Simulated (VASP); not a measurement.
# Al in VASP: single point with LDA

Aim: the single point of Al with LDA.

Everything below comes from runs of VASP 6.6.1. Logs are shortened: lines on timing, memory, paths and dates and some standing lists are left out, and cuts for length are marked.

## (1) The cell of the first run

The cell holds a slab with vacuum, 5 atoms: a = 2.817 Å, b = 2.817 Å, c = 25.200 Å, α = 90.00°, β = 90.00°, γ = 120.00°.

## (2) Single point, LDA

Input file POSCAR:

```
Al
1.0
    2.8168008949      0.0000000000      0.0000000000
   -1.4084004474      2.4394211324      0.0000000000
    0.0000000000      0.0000000000     25.1996000000
Al
5
Direct
    0.8333333330      0.1666666670      0.3174646980
    0.1666666670      0.8333333330      0.4087323488
    0.5000000000      0.5000000000      0.5000000000
    0.8333333330      0.1666666670      0.5912676512
    0.1666666670      0.8333333330      0.6825353020
```

Input file INCAR.step1:

```
PREC     = Accurate       # precision mode
ENCUT    = 520            # plane-wave cutoff, eV
EDIFF    = 1E-7           # SCF threshold, eV
ISMEAR   = -1             # smearing method
SIGMA    = 0.05           # smearing width, eV
LREAL    = False          # projectors in reciprocal space
LASPH    = True           # aspherical terms in the spheres
NELM     = 100            # most SCF steps
ALGO     = Normal         # electronic algorithm
ISIF     = 2              # what is computed and relaxed
LWAVE    = False          # write WAVECAR
LCHARG   = True           # write CHGCAR
LDIPOL   = True         
IDIPOL   = 3            
DIPOL    = 0.5 0.5 0.500
GGA      = CA             # functional
NBANDS   = 16             # bands
```

Input file KPOINTS.step1:

```
regular mesh
0
Gamma
  13 13 1
```

Input file INCAR.step2:

```
PREC     = Accurate       # precision mode
ENCUT    = 520            # plane-wave cutoff, eV
EDIFF    = 1E-7           # SCF threshold, eV
ISMEAR   = -5             # smearing method
SIGMA    = 0.05           # smearing width, eV
LREAL    = False          # projectors in reciprocal space
LASPH    = True           # aspherical terms in the spheres
NELM     = 100            # most SCF steps
ALGO     = Normal         # electronic algorithm
ISIF     = 2              # what is computed and relaxed
LWAVE    = False          # write WAVECAR
LCHARG   = False          # write CHGCAR
LDIPOL   = True         
IDIPOL   = 3            
DIPOL    = 0.5 0.5 0.500
GGA      = CA             # functional
LORBIT   = 11             # projections on sites
NEDOS    = 2001           # points of the DOS
ICHARG   = 11             # starting density
```

Input file KPOINTS.step2:

```
regular mesh
0
Gamma
  20 20 1
```

Potentials or basis: VASP PAW LDA potentials, release 64 (Al).

Started as:

```sh
> cat potpaw_LDA.64/Al/POTCAR > POTCAR
> cp INCAR.step1 INCAR
> cp KPOINTS.step1 KPOINTS
> mpirun -np 1 vasp_std > vasp.out
> cp INCAR.step2 INCAR
> cp KPOINTS.step2 KPOINTS
> mpirun -np 1 vasp_std > vasp.out
```

OUTCAR:

```text
PREC = Accurate
   ENCUT = 520
   EDIFF = 1E-7
   ISMEAR = -5
   LREAL = False
   LASPH = True
   NELM = 100
   ISIF = 2
   GGA = CA
   LORBIT = 11
   ICHARG = 11

 ion  position               nearest neighbor table
   1  0.833  0.167  0.317-   2 2.82   2 2.82   2 2.82
   2  0.167  0.833  0.409-   1 2.82   1 2.82   1 2.82   3 2.82   3 2.82   3 2.82
   3  0.500  0.500  0.500-   2 2.82   4 2.82   4 2.82   2 2.82   2 2.82   4 2.82
   4  0.833  0.167  0.591-   5 2.82   5 2.82   5 2.82   3 2.82   3 2.82   3 2.82
   5  0.167  0.833  0.683-   4 2.82   4 2.82   4 2.82

  LATTYP: Found a hexagonal cell.
 ALAT       =     2.8168008949
 C/A-ratio  =     8.9461772203

  Lattice vectors:

 A1 = (   2.8168008949,   0.0000000000,   0.0000000000)
 A2 = (  -1.4084004474,   2.4394211324,   0.0000000000)
 A3 = (   0.0000000000,   0.0000000000,  25.1996000000)

Analysis of symmetry for initial positions (statically):
=====================================================================
 Subroutine PRICEL returns:
 Original cell was already a primitive cell.

 Routine SETGRP: Setting up the symmetry group for a
 hexagonal supercell.

 Subroutine GETGRP returns: Found 12 space group operations
 (whereof  4 operations were pure point group operations)
 out of a pool of 24 trial point group operations.

The static configuration has the point symmetry C_2h.
 The point group associated with its full space group is D_3d.

Analysis of symmetry for dynamics (positions and initial velocities):
=====================================================================
 Subroutine PRICEL returns:
 Original cell was already a primitive cell.

 Routine SETGRP: Setting up the symmetry group for a
 hexagonal supercell.

 Subroutine GETGRP returns: Found 12 space group operations
 (whereof  4 operations were pure point group operations)
 out of a pool of 24 trial point group operations.

The dynamic configuration has the point symmetry C_2h.
 The point group associated with its full space group is D_3d.

 Subroutine INISYM returns: Found 12 space group operations
 (whereof  4 operations are pure point group operations),
 and found     1 'primitive' translations

----------------------------------------------------------------------------------------

                                     Primitive cell

  volume of cell :     173.1556

  direct lattice vectors                    reciprocal lattice vectors
     2.816800895  0.000000000  0.000000000     0.355012668  0.204966659  0.000000000
    -1.408400447  2.439421132  0.000000000     0.000000000  0.409933318  0.000000000
     0.000000000  0.000000000 25.199600000     0.000000000  0.000000000  0.039683170

  length of vectors
     2.816800895  2.816800895 25.199600000     0.409933318  0.409933318  0.039683170

  position of ions in fractional coordinates (direct lattice)
     0.833333333  0.166666667  0.317464698
     0.166666667  0.833333333  0.408732349
     0.500000000  0.500000000  0.500000000
     0.833333333  0.166666667  0.591267651
     0.166666667  0.833333333  0.682535302

  ion indices of the primitive-cell ions
   primitive index   ion index
                 1           1
                 2           2
                 3           3
                 4           4
                 5           5

----------------------------------------------------------------------------------------

 KPOINTS: regular mesh

Automatic generation of k-mesh.
 Grid dimensions read from file:
 generate k-points for:   20   20    1

 Generating k-lattice:

  Cartesian coordinates                     Fractional coordinates (reciprocal lattice)
     0.017750633  0.010248333  0.000000000     0.050000000  0.000000000  0.000000000
     0.000000000  0.020496666  0.000000000     0.000000000  0.050000000  0.000000000
     0.000000000  0.000000000  0.039683170     0.000000000  0.000000000  1.000000000

  Length of vectors
     0.020496666  0.020496666  0.039683170

  Shift w.r.t. Gamma in fractional coordinates (k-lattice)
     0.000000000  0.000000000  0.000000000

 TETIRR: Found    210 inequivalent tetrahedra from     2400

 Subroutine IBZKPT returns following result:
 ===========================================

 Found     44 irreducible k-points:

 Following reciprocal coordinates:
            Coordinates               Weight
  0.000000  0.000000  0.000000      1.000000
  0.050000  0.000000  0.000000      6.000000
  0.100000 -0.000000  0.000000      6.000000
  0.150000  0.000000  0.000000      6.000000
  0.200000 -0.000000  0.000000      6.000000
  0.250000  0.000000  0.000000      6.000000
[... 16 lines left out ...]
  0.200000  0.100000  0.000000     12.000000
  0.250000  0.100000  0.000000     12.000000
 [... further k-points ...]
   k-points           NKPTS =     44   k-points in BZ     NKDIM =     44   number of bands    NBANDS=     11
   number of dos      NEDOS =   2001   number of ions     NIONS =      5
   total plane-waves  NPLWV = 110592
   dimension x,y,z NGX =    24 NGY =   24 NGZ =  192
   dimension x,y,z NGXF=    48 NGYF=   48 NGZF=  384
   ions per type =               5
   NGX,Y,Z   is equivalent  to a cutoff of  14.16, 14.16, 12.67 a.u.
   NGXF,Y,Z  is equivalent  to a cutoff of  28.33, 28.33, 25.33 a.u.
 SYSTEM =  unknown system
   PREC   = accura    normal or accurate (medium, high low for compatibility)
   ISTART =      0    job   : 0-new  1-cont  2-samecut
   ICHARG =     11    charge: 1-file 2-atom 10-const
   ISPIN  =      1    spin polarized calculation?
   LNONCOLLINEAR =      F non collinear calculations
   LSORBIT =      F    spin-orbit coupling
   LASPH  =      T    aspherical Exc in radial PAW
   ENCUT  =  520.0 eV  38.22 Ry    6.18 a.u.   5.24  5.24 46.85*2*pi/ulx,y,z
   NELM   =    100;   NELMIN=  2; NELMDL=  0     # of ELM steps
   EDIFF  = 0.1E-06   stopping-criterion for ELM
   LREAL  =      F    real-space projection
   EDIFFG = 0.1E-05   stopping-criterion for IOM
   NSW    =      0    number of steps for IOM
   IBRION =     -1    ionic relax: 0-MD 1-quasi-New 2-CG
   NFREE  =      0    steps in history (QN), initial steepest desc. (CG)
   ISIF   =      2    stress and relaxation
   ISYM   =      2    0-nonsym 1-usesym 2-fastsym
   POTIM  = 0.5000    time-step for ionic-motion
   TEBEG  =    0.0;   TEEND  =   0.0 temperature during run
   PSTRESS=    0.0 pullay stress
   NELECT =      15.0000    total number of electrons
   NUPDOWN=      -1.0000    fix difference up-down
   EMIN   =  10.00;   EMAX   =-10.00  energy-range for DOS
   EFERMI =   0.00;   METHOD = LEGACY
   ISMEAR =    -5;   SIGMA  =   0.05  broadening in eV -4-tet -1-fermi 0-gaus
   EFERMI_NEDOS =   21; number of points for ismear=-14 and -15
   IALGO  =     38    algorithm
   IMIX   =      4    mixing-type and parameters
     AMIX     =   0.40;   BMIX     =  1.00
     AMIX_MAG =   1.60;   BMIX_MAG =  1.00
  volume/ion in A,a.u.               =      34.63       233.70
  Fermi-wavevector in a.u.,A,eV,Ry     =   0.724369  1.368859  7.139115  0.524710
  Thomas-Fermi vector in A             =   1.814821
   LORBIT       =     11    0 simple, 1 ext, 2 COOP (PROOUT), +10 PAW based schemes
   GGA     = CA    functional components
   LHFCALC =     F    Hartree Fock is set to
   AEXX    =    0.0000 exact exchange contribution
   IVDW    =     0    specifies the selected vdW correction
   LEPSILON=     F    determine dielectric tensor
   LRPA    =     F    only Hartree local field effects (RPA)
 non-spin polarized calculation
 Fermi weights with tetrahedron method with Bloechl corrections
  energy-cutoff  :      520.00
  volume of cell :      173.16
 maximum number of plane-waves:      4694
 NGX is ok and might be reduce to    24

 number of electron      15.0000000 magnetization

 dipolmoment           0.000000      0.000000      0.000000 electrons x Angstroem

 Free energy of the ion-electron system (eV)
  ---------------------------------------------------
  ext. energy  EPLUGINS =         0.00000000
  ---------------------------------------------------
  free energy    TOTEN  =       -20.10684404 eV

  energy without entropy =      -20.10684404  energy(sigma->0) =      -20.10684404

 E-fermi :   1.5318     XC(G=0):  -5.5688

 val. band max:        1.5207395269   @ k =   0.3000   0.2000   0.0000
 cond. band min:       1.5498488358   @ k =   0.3000   0.1500   0.0000
 fundamental gap:      0.0291093089
 Fermi energy:         1.5318249496

 k-point     1 :       0.0000    0.0000    0.0000
  band No.  band energies     occupation
      1      -9.6396      2.00000
      2      -8.9342      2.00000
      3      -7.7734      2.00000
      4      -6.2010      2.00000
      5      -4.2327      2.00000
      6      -2.1829      2.00000
      7       0.2932      2.00000
      8       2.6786      0.00000
      9       4.5328      0.00000
     10       5.6115      0.00000
     11       5.9134      0.00000

 k-point     2 :       0.0500    0.0000    0.0000
  band No.  band energies     occupation
      1      -9.5777      2.00000
      2      -8.8725      2.00000
      3      -7.7121      2.00000
      4      -6.1402      2.00000
      5      -4.1719      2.00000
      6      -2.1250      2.00000
      7       0.3510      2.00000
      8       2.7357      0.00000
      9       4.5914      0.00000
     10       5.6715      0.00000
     11       5.9744      0.00000
[... 295 lines left out ...]
 k-point    24 :       0.2500    0.1000    0.0000
  band No.  band energies     occupation
      1      -7.2454      2.00000
      2      -6.5506      2.00000
      3      -5.4066      2.00000
      4      -3.8564      2.00000
      5      -1.9109      2.00000
      6       0.0474      2.00000
      7       1.9676      0.06598
      8       2.6096     -0.03167
      9       3.1192      0.00000
     10       3.9887      0.00000
     11       4.8700      0.00000

 [... further k-points ...]

------------------------ aborting loop because EDIFF is reached ----------------------------------------

 vacuum level on the upper side and lower side of the slab       (xc-potential included)        -0.063        -0.063

  FORCE on cell =-STRESS in cart. coord.  units (eV):
  Direction    XX          YY          ZZ          XY          YZ          ZX
  --------------------------------------------------------------------------------------
  -------------------------------------------------------------------------------------
  Total       -1.4311739     -1.4311739      0.5577743     -0.0000000     -0.0000000     -0.0000000
  in kB      -13.2423909    -13.2423909      5.1609835     -0.0000000     -0.0000000     -0.0000000
  external PRESSURE =      -7.1079327 kB  Pullay stress =       0.0000000 kB

 VOLUME and BASIS-vectors are now :
 -----------------------------------------------------------------------------
  energy-cutoff  :      520.00
  volume of cell :      173.16
      direct lattice vectors                 reciprocal lattice vectors
     2.816800895  0.000000000  0.000000000     0.355012668  0.204966659  0.000000000
    -1.408400447  2.439421132  0.000000000     0.000000000  0.409933318  0.000000000
     0.000000000  0.000000000 25.199600000     0.000000000  0.000000000  0.039683170

 POSITION                                       TOTAL-FORCE (eV/Angst)
 -----------------------------------------------------------------------------------
      2.11260      0.40657      7.99998        -0.000000      0.000000     -0.105101
     -0.70420      2.03285     10.29989         0.000000      0.000000      0.052721
      0.70420      1.21971     12.59980        -0.000000      0.000000      0.000000
      2.11260      0.40657     14.89971         0.000000      0.000000     -0.052721
     -0.70420      2.03285     17.19962         0.000000     -0.000000      0.105101
 -----------------------------------------------------------------------------------
    total drift:                                0.000000     -0.000000     -0.000000

  FREE ENERGIE OF THE ION-ELECTRON SYSTEM (eV)
  ---------------------------------------------------
  free  energy   TOTEN  =       -20.1068440436 eV

  energy  without entropy=      -20.1068440436  energy(sigma->0) =      -20.10684404

 vacuum level on the upper side and lower side of the slab         5.698         5.698

 total charge

# of ion       s       p       d       tot
------------------------------------------
    1        0.461   0.329   0.000   0.790
    2        0.443   0.361   0.000   0.803
    3        0.442   0.360   0.000   0.801
    4        0.443   0.361   0.000   0.803
    5        0.461   0.329   0.000   0.790
--------------------------------------------------
tot          2.250   1.738   0.000   3.988
```

Run time: 2.2 min. Hardware: 1 thread of Intel Xeon Platinum 8375C at 2.90GHz (Ice Lake), shared host; peak memory 0.25 GiB.

What came out:

```
Valence electrons inside the program's atomic spheres : Al 0.79, 0.80 (each value once)
```
